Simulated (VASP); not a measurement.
# BeCr3 (Pm-3m) in VASP: single point with PBE

Aim: the single point of BeCr3 with PBE.

Everything below comes from runs of VASP 6.6.1. Logs are shortened: lines on timing, memory, paths and dates and some standing lists are left out, and cuts for length are marked.

**1. The cell of the first run**

It takes space group Pm-3m (No. 221, cubic). The conventional cell has a = 3.511 Å, b = 3.511 Å, c = 3.511 Å, α = 90.00°, β = 90.00°, γ = 90.00°. Within 3.3 Å of Be (site symmetry m-3m) lie 12 Cr at 2.48 Å. Cr (site symmetry 4/mmm) has 8 Cr at 2.48 Å and 4 Be at 2.48 Å within 3.3 Å. Cr (site symmetry 4/mmm) has 4 Be at 2.48 Å and 8 Cr at 2.48 Å within 3.3 Å.

**2. Single point, PBE, collinear spin, ferrimagnetic start**

File INCAR:

```
PREC = Accurate ; ENCUT = 520
EDIFF = 1E-7 ; ISMEAR = -1
SIGMA = 0.15 ; LREAL = F
LASPH = T ; NELM = 150
ALGO = Normal ; ISIF = 2
LWAVE = F ; LCHARG = T
ISPIN = 2 ; MAGMOM = 0 0 2.4 2.4 2.4 2.4 2.4 -2.4
LORBIT = 11 ; LMAXMIX = 4
GGA = PE ; LELF = T
LVHAR = T ; NBANDS = 52
LUSENCCL = F
```

File KPOINTS:

```
regular mesh
0
Gamma
  3 6 6
```

File POSCAR:

```
BeCr3
1.0
    7.0224280000      0.0000000000      0.0000000000
    0.0000000000      3.5112140000      0.0000000000
    0.0000000000      0.0000000000      3.5112140000
Be Cr
2 6
Direct
    0.0000000000      0.0000000000      0.0000000000
    0.5000000000      0.0000000000      0.0000000000
    0.0000000000      0.5000000000      0.5000000000
    0.2500000000      0.0000000000      0.5000000000
    0.2500000000      0.5000000000      0.0000000000
    0.5000000000      0.5000000000      0.5000000000
    0.7500000000      0.0000000000      0.5000000000
    0.7500000000      0.5000000000      0.0000000000
```

Potentials or basis: VASP PAW PBE potentials, release 64 (Be, Cr_pv).

Run with:

```sh
$ cat potpaw_PBE.64/Be/POTCAR potpaw_PBE.64/Cr_pv/POTCAR > POTCAR
$ mpirun -np 1 vasp_std > vasp.out
```

OUTCAR:

```text
PREC = Accurate
   ENCUT = 520
   EDIFF = 1E-7
   ISMEAR = -1
   LREAL = F
   LASPH = T
   NELM = 150
   ISIF = 2
   ISPIN = 2
   LORBIT = 11
   GGA = PE

 ion  position               nearest neighbor table
   1  0.000  0.000  0.000-   3 2.48   4 2.48   5 2.48   7 2.48   8 2.48   3 2.48   4 2.48   7 2.48
                             3 2.48   5 2.48   8 2.48   3 2.48
   2  0.500  0.000  0.000-   4 2.48   5 2.48   6 2.48   7 2.48   8 2.48   4 2.48   6 2.48   7 2.48
                             5 2.48   6 2.48   8 2.48   6 2.48
   3  0.000  0.500  0.500-   1 2.48   4 2.48   5 2.48   7 2.48   8 2.48   1 2.48   5 2.48   8 2.48
                             1 2.48   4 2.48   7 2.48   1 2.48
   4  0.250  0.000  0.500-   1 2.48   2 2.48   3 2.48   5 2.48   6 2.48   1 2.48   2 2.48   5 2.48
                             3 2.48   5 2.48   6 2.48   5 2.48
   5  0.250  0.500  0.000-   1 2.48   2 2.48   3 2.48   4 2.48   6 2.48   3 2.48   4 2.48   6 2.48
                             1 2.48   2 2.48   4 2.48   4 2.48
   6  0.500  0.500  0.500-   2 2.48   4 2.48   5 2.48   7 2.48   8 2.48   2 2.48   5 2.48   8 2.48
                             2 2.48   4 2.48   7 2.48   2 2.48
   7  0.750  0.000  0.500-   1 2.48   2 2.48   3 2.48   6 2.48   8 2.48   1 2.48   2 2.48   8 2.48
                             3 2.48   6 2.48   8 2.48   8 2.48
   8  0.750  0.500  0.000-   1 2.48   2 2.48   3 2.48   6 2.48   7 2.48   3 2.48   6 2.48   7 2.48
                             1 2.48   2 2.48   7 2.48   7 2.48

  LATTYP: Found a simple tetragonal cell.
 ALAT       =     3.5112140000
 C/A-ratio  =     2.0000000000

  Lattice vectors:

 A1 = (   0.0000000000,   3.5112140000,   0.0000000000)
 A2 = (   0.0000000000,   0.0000000000,   3.5112140000)
 A3 = (   7.0224280000,   0.0000000000,   0.0000000000)

Analysis of symmetry for initial positions (statically):
=====================================================================
 Subroutine PRICEL returns following result:

  LATTYP: Found a simple cubic cell.
 ALAT       =     3.5112140000

  Lattice vectors:

 A1 = (   3.5112140000,   0.0000000000,   0.0000000000)
 A2 = (   0.0000000000,   3.5112140000,   0.0000000000)
 A3 = (   0.0000000000,   0.0000000000,   3.5112140000)

   2 primitive cells build up your supercell.

 Routine SETGRP: Setting up the symmetry group for a
 simple tetragonal supercell.

 Subroutine GETGRP returns: Found 16 space group operations
 (whereof 16 operations were pure point group operations)
 out of a pool of 16 trial point group operations.

The static configuration has the point symmetry D_4h.

Analysis of symmetry for dynamics (positions and initial velocities):
=====================================================================
 Subroutine PRICEL returns following result:

  LATTYP: Found a simple cubic cell.
 ALAT       =     3.5112140000

  Lattice vectors:

 A1 = (   3.5112140000,   0.0000000000,   0.0000000000)
 A2 = (   0.0000000000,   3.5112140000,   0.0000000000)
 A3 = (   0.0000000000,   0.0000000000,   3.5112140000)

   2 primitive cells build up your supercell.

 Routine SETGRP: Setting up the symmetry group for a
 simple tetragonal supercell.

 Subroutine GETGRP returns: Found 16 space group operations
 (whereof 16 operations were pure point group operations)
 out of a pool of 16 trial point group operations.

The dynamic configuration has the point symmetry D_4h.

Analysis of structural, dynamic, and magnetic symmetry:
=====================================================================
 Subroutine PRICEL returns:
 Original cell was already a primitive cell.

 Routine SETGRP: Setting up the symmetry group for a
 simple tetragonal supercell.

 Subroutine GETGRP returns: Found  8 space group operations
 (whereof  4 operations were pure point group operations)
 out of a pool of 16 trial point group operations.

The overall configuration has the point symmetry C_2v.
 The point group associated with its full space group is D_2h.

 Subroutine INISYM returns: Found  8 space group operations
 (whereof  4 operations are pure point group operations),
 and found     1 'primitive' translations

[... 93 lines left out ...]
   ions per type =               2   6
   NGX,Y,Z   is equivalent  to a cutoff of  12.78, 13.26, 13.26 a.u.
   NGXF,Y,Z  is equivalent  to a cutoff of  25.57, 26.51, 26.51 a.u.
 SYSTEM =  unknown system
   PREC   = accura    normal or accurate (medium, high low for compatibility)
   ISTART =      0    job   : 0-new  1-cont  2-samecut
   ICHARG =      2    charge: 1-file 2-atom 10-const
   ISPIN  =      2    spin polarized calculation?
   LNONCOLLINEAR =      F non collinear calculations
   LSORBIT =      F    spin-orbit coupling
   LASPH  =      T    aspherical Exc in radial PAW
   ENCUT  =  520.0 eV  38.22 Ry    6.18 a.u.  13.06  6.53  6.53*2*pi/ulx,y,z
   NELM   =    150;   NELMIN=  2; NELMDL= -5     # of ELM steps
   EDIFF  = 0.1E-06   stopping-criterion for ELM
   LREAL  =      F    real-space projection
   EDIFFG = 0.1E-05   stopping-criterion for IOM
   NSW    =      0    number of steps for IOM
   IBRION =     -1    ionic relax: 0-MD 1-quasi-New 2-CG
   NFREE  =      0    steps in history (QN), initial steepest desc. (CG)
   ISIF   =      2    stress and relaxation
   ISYM   =      2    0-nonsym 1-usesym 2-fastsym
   POTIM  = 0.5000    time-step for ionic-motion
   TEBEG  =    0.0;   TEEND  =   0.0 temperature during run
   PSTRESS=    0.0 pullay stress
   NELECT =      76.0000    total number of electrons
   NUPDOWN=      -1.0000    fix difference up-down
   EMIN   =  10.00;   EMAX   =-10.00  energy-range for DOS
   EFERMI =   0.00;   METHOD = LEGACY
   ISMEAR =    -1;   SIGMA  =   0.15  broadening in eV -4-tet -1-fermi 0-gaus
   EFERMI_NEDOS =   21; number of points for ismear=-14 and -15
   IALGO  =     38    algorithm
   IMIX   =      4    mixing-type and parameters
     AMIX     =   0.40;   BMIX     =  1.00
     AMIX_MAG =   1.60;   BMIX_MAG =  1.00
  volume/ion in A,a.u.               =      10.82        73.03
  Fermi-wavevector in a.u.,A,eV,Ry     =   1.567516  2.962176 33.430975  2.457107
  Thomas-Fermi vector in A             =   2.669684
   LORBIT       =     11    0 simple, 1 ext, 2 COOP (PROOUT), +10 PAW based schemes
   GGA     = PE    functional components
   LHFCALC =     F    Hartree Fock is set to
   AEXX    =    0.0000 exact exchange contribution
   IVDW    =     0    specifies the selected vdW correction
   LEPSILON=     F    determine dielectric tensor
   LRPA    =     F    only Hartree local field effects (RPA)
 spin polarized calculation
  energy-cutoff  :      520.00
  volume of cell :       86.58
 maximum number of plane-waves:      2355
 NGX is ok and might be reduce to    54
   NGX = 27   NGY = 13   NGZ = 13

 number of electron      76.0000028 magnetization       0.0008630

 number of electron      76.0000028 magnetization      -0.0000146

 Free energy of the ion-electron system (eV)
  ---------------------------------------------------
  ext. energy  EPLUGINS =         0.00000000
  ---------------------------------------------------
  free energy    TOTEN  =       -63.90472504 eV

  energy without entropy =      -63.42251785  energy(sigma->0) =      -63.66362145

 E-fermi :   9.8569     XC(G=0): -12.9848

 val. band max:        9.8397157623   @ k =   0.0000  -0.1667   0.5000
 cond. band min:       9.8592511372   @ k =   0.3333   0.0000   0.0000
 fundamental gap:      0.0195353749
 Fermi energy:         9.8568988486

 spin component 1

 k-point     1 :       0.0000    0.0000    0.0000
  band No.  band energies     occupation
      1     -33.4821      1.00000
      2     -33.4821      1.00000
      3     -33.4821      1.00000
      4     -33.3415      1.00000
      5     -33.3415      1.00000
      6     -33.1680      1.00000
[... 1261 lines left out ...]
     49      11.3929      0.00004
     50      11.6298      0.00001

 [... further k-points ...]

 spin component 2

 k-point     1 :       0.0000    0.0000    0.0000
  band No.  band energies     occupation
      1     -33.4821      1.00000
      2     -33.4821      1.00000
      3     -33.4821      1.00000
      4     -33.3415      1.00000
      5     -33.3415      1.00000
      6     -33.1680      1.00000
[... 1261 lines left out ...]
     49      11.3929      0.00004
     50      11.6298      0.00001

 [... further k-points ...]

 [bands above 50 left out]

------------------------ aborting loop because EDIFF is reached ----------------------------------------

  FORCE on cell =-STRESS in cart. coord.  units (eV):
  Direction    XX          YY          ZZ          XY          YZ          ZX
  --------------------------------------------------------------------------------------
  -------------------------------------------------------------------------------------
  Total       -0.2601980     -0.2625991     -0.2626442      0.0000000      0.0000000      0.0000000
  in kB       -4.8151814     -4.8596155     -4.8604506      0.0000000      0.0000000      0.0000000
  external PRESSURE =      -4.8450825 kB  Pullay stress =       0.0000000 kB

 VOLUME and BASIS-vectors are now :
 -----------------------------------------------------------------------------
  energy-cutoff  :      520.00
  volume of cell :       86.58
      direct lattice vectors                 reciprocal lattice vectors
     7.022428000  0.000000000  0.000000000     0.142400890  0.000000000  0.000000000
     0.000000000  3.511214000  0.000000000     0.000000000  0.284801781  0.000000000
     0.000000000  0.000000000  3.511214000     0.000000000  0.000000000  0.284801781

 POSITION                                       TOTAL-FORCE (eV/Angst)
 -----------------------------------------------------------------------------------
      0.00000      0.00000      0.00000         0.000002      0.000000      0.000000
      3.51121      0.00000      0.00000        -0.000002      0.000000      0.000000
      0.00000      1.75561      1.75561        -0.000012      0.000000      0.000000
      1.75561      0.00000      1.75561        -0.000000      0.000000      0.000000
      1.75561      1.75561      0.00000        -0.000000      0.000000      0.000000
      3.51121      1.75561      1.75561         0.000012      0.000000      0.000000
      5.26682      0.00000      1.75561        -0.000000      0.000000      0.000000
      5.26682      1.75561      0.00000        -0.000000      0.000000      0.000000
 -----------------------------------------------------------------------------------
    total drift:                                0.000000      0.000000     -0.000000

  FREE ENERGIE OF THE ION-ELECTRON SYSTEM (eV)
  ---------------------------------------------------
  free  energy   TOTEN  =       -63.9047250433 eV

  energy  without entropy=      -63.4225178494  energy(sigma->0) =      -63.66362145

 total charge

# of ion       s       p       d       tot
------------------------------------------
    1        0.444   0.726   0.000   1.170
    2        0.444   0.726   0.000   1.170
    3        0.426   6.370   4.259  11.056
    4        0.426   6.370   4.259  11.056
    5        0.426   6.370   4.259  11.056
    6        0.426   6.370   4.259  11.056
    7        0.426   6.370   4.259  11.056
    8        0.426   6.370   4.259  11.056
--------------------------------------------------
tot          3.446  39.673  25.555  68.674

 magnetization (x)

# of ion       s       p       d       tot
------------------------------------------
    1       -0.000  -0.000   0.000  -0.000
    2       -0.000  -0.000   0.000  -0.000
    3        0.000  -0.000  -0.000  -0.000
    4       -0.000  -0.000  -0.000  -0.000
    5        0.000   0.000   0.000   0.000
    6        0.000  -0.000  -0.000  -0.000
    7        0.000   0.000   0.000   0.000
    8       -0.000  -0.000  -0.000  -0.000
--------------------------------------------------
tot          0.000  -0.000  -0.000  -0.000
```

Wall time 10 min (1 × NVIDIA H100 80GB with 1 thread of AMD EPYC 7R13 (Zen 3), shared host); peak memory 1.4 GiB.

Results:

| Quantity | Value |
| --- | --- |
| Free energy | -63.9047 eV |
| Pressure | -0.5 GPa |
| Band gap on the k mesh | zero (filled and empty bands overlap) |
| Net moment | 0.00 μB per cell |
| Valence electrons inside the program's atomic spheres | Be 1.17; Cr 11.06 |

Caveat: the starting moments collapsed, and a magnetic state may lie lower.
